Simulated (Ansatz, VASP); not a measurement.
# Si: VASP beside Ansatz

```
Si
1.0
     0.00000    5.43000    5.43000
     5.43000    0.00000    5.43000
     5.43000    5.43000    0.00000
Si
17
Cartesian
  0.0069 0.0069 0.0063
  1.3409 1.3409 1.3409
  2.7180 2.7180 -0.0334
  4.0996 4.0996 1.3322
  2.7178 -0.0334 2.7179
  4.0992 1.3326 4.0990
  5.4639 2.7143 2.7140
  6.7826 4.0771 4.0772
  -0.0334 2.7178 2.7179
  1.3325 4.0992 4.0990
  2.7143 5.4639 2.7140
  4.0771 6.7826 4.0772
  2.7141 2.7142 5.4637
  4.0770 4.0770 6.7827
  5.4279 5.4279 5.4281
  6.7802 6.7802 6.7801
  2.7218 2.7218 2.7211
```

Alike in both runs: functional PBEsol; k mesh 2 × 2 × 2; occupations fermi-dirac, width 0.05 eV; no spin polarisation.

Ansatz relaxed the structure, and its values are those at the end. VASP's run is a single point on that final structure, the one shown.

|  | VASP | Ansatz |
| --- | --- | --- |
| version | VASP 6.6.1 | Ansatz 0.2.0 |
| potentials or method | VASP PAW PBE potentials, release 64 (Si), cutoff 520 eV | scalar-relativistic, plane waves, PAW |
| valence electrons in the cell | 68 | 68 |

```csv
,VASP,Ansatz,Ansatz less VASP
rms of the force components (eV/Å),0.009,0.009,+0.0001
```

VASP's potentials were made for PBE, not for PBEsol, and Ansatz warns of the same on its side. Ansatz's warnings: near symmetry operation missed by atoms.

The k mesh is coarse, so the values compare programs but aren't converged.
